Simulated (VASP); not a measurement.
Input of a VASP 6.6.1 run:

Contents of POSCAR:

```
Tl
1.0
    3.5902820728      0.0000000000      0.0000000000
   -1.7951410364      3.1092754818      0.0000000000
    0.0000000000      0.0000000000      5.6419405698
Tl
2
Direct
    0.3333333333      0.6666666667      0.2500000000
    0.6666666667      0.3333333333      0.7500000000
```

INCAR.step1

```
SYSTEM = Tl
  ALGO = Normal
  EDIFF = 1E-5
  ENCUT = 520
  GGA = PE
  ISIF = 2
  ISMEAR = -1
  LASPH = .True.
  LCHARG = .False.
  LREAL = .False.
  LWAVE = .True.
  NBANDS = 20
  NELM = 60
  PREC = Accurate
  SIGMA = 0.1
```

File INCAR.step2:

```
SYSTEM = Tl
  ALGO = Normal
  EDIFF = 1E-6
  ENCUT = 520
  GGA = PE
  HFSCREEN = 0.2079
  ISIF = 2
  ISMEAR = -1
  ISTART = 1
  LASPH = .True.
  LCHARG = .False.
  LHFCALC = .True.
  LREAL = .False.
  LWAVE = .False.
  NBANDS = 20
  NELM = 60
  PREC = Accurate
  PRECFOCK = Normal
  SIGMA = 0.1
```

Contents of KPOINTS:

```
k-points
0
Gamma
  5 5 3
  0 0 0
```

Potentials or basis: VASP PAW PBE potentials, release 64 (Tl_d).

Run with:

```sh
$ cat potpaw_PBE.64/Tl_d/POTCAR > POTCAR
$ cp INCAR.step1 INCAR
$ mpirun -np 1 vasp_std > vasp.out
$ cp INCAR.step2 INCAR
$ mpirun -np 1 vasp_std > vasp.out
```

Question: What does it give for the pressure?

Answer: -1.0 GPa.

Question: Estimate the band gap on the k mesh.

Answer: Zero (bands 13 and 14 overlap by 2.07 eV).

Stress tensor (GPa, compression positive):
```
-1.42  0.00  0.00
 0.00 -1.42  0.00
 0.00  0.00 -0.03
```

Caveat: the k points lie up to 0.40 Å⁻¹ apart, too coarse for converged energies and pressures of a metal; the PAW data sets were made with another functional, which shifts forces and pressure a little; spin-orbit coupling is left out, which moves the levels of the heavy elements.
